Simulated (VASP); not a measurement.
W16O (a cell with a defect), 17 atoms in the cell. The cell holds a defect, 17 atoms: a = 6.320 Å, b = 6.320 Å, c = 6.320 Å, α = 90.00°, β = 90.00°, γ = 90.00°. 

* Program: VASP 6.6.1
* Task: single point
* Functional: PBE
* Potentials or basis: VASP PAW PBE potentials, release 64 (W_sv, O)
* Cutoff: 520 eV
* k mesh: 3 × 3 × 3
* Occupations: fermi-dirac, width 0.1 eV
* Spin: no spin polarisation
* Dipole correction: no
* Further INCAR settings: LREAL = Auto; ALGO = Normal; EDIFF = 1e-06; NBANDS = 129

Potentials or basis: VASP PAW PBE potentials, release 64 (W_sv, O).

Run with:

```bash
$ cat potpaw_PBE.64/W_sv/POTCAR potpaw_PBE.64/O/POTCAR > POTCAR
$ mpirun -np 1 vasp_std > vasp.out
```

Hardware: 1 thread of Intel Xeon 8259CL (shared host).

Problem. How long does it take, and how much memory?

Solution. Run time: 17 min on 1 thread of Intel Xeon 8259CL (shared host), peak memory 0.5 GiB. Counts: scf iterations 17, k points 14.
